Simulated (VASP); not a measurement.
Write the native input for VASP 6.6.1 that does the following.

| Property | Result |
| --- | --- |
| Task | single point |
| Functional | PBE |
| Potentials or basis | VASP PAW PBE potentials, release 64 (K_sv, Cl) |
| Cutoff | 520 eV |
| k mesh | 8 × 8 × 8 |
| Occupations | gaussian, width 0.05 eV |
| Spin | no spin polarisation |
| Dipole correction | no |
| Further INCAR settings | ALGO = Normal; EDIFF = 1e-06; NBANDS = 15 |

The structure of KCl lies in POSCAR:

```
KCl
1.0
    3.9473988355      0.0000000000      0.0000000000
    0.0000000000      3.9473988355      0.0000000000
    0.0000000000      0.0000000000      3.6316069286
K Cl
1 1
Direct
    0.0000000000      0.0000000000      0.0000000000
    0.5000000000      0.5000000000      0.5000000000
```

This cell differs from its parent crystal: ratio of the length along z to the lengths across it x 0.92, volume and fractional coordinates fixed.

These files were run (other wordings do the same):

INCAR

```
SYSTEM = KCl
PREC = Accurate
ENCUT = 520
EDIFF = 1E-6
ISMEAR = 0
SIGMA = 0.05
LREAL = .FALSE.
LASPH = .TRUE.
NELM = 80
ALGO = Normal
ISIF = 2
LWAVE = .FALSE.
LCHARG = .TRUE.
GGA = PE
LELF = .TRUE.
LVHAR = .TRUE.
NBANDS = 15
```

KPOINTS

```
Automatic mesh
0
G
  8 8 8
  0 0 0
```

Potentials or basis: VASP PAW PBE potentials, release 64 (K_sv, Cl).

Command:

```sh
$ cat potpaw_PBE.64/K_sv/POTCAR potpaw_PBE.64/Cl/POTCAR > POTCAR
$ mpirun -np 1 vasp_std > vasp.out
```

It gave:

```yaml
Pressure: 0.0 GPa
Band_gap_on_the_k_mesh: 4.45 eV (least direct gap 4.60 eV)
```

It took 95 s on 1 thread of Intel Xeon 8259CL, on a shared host, peak memory 0.2 GiB.
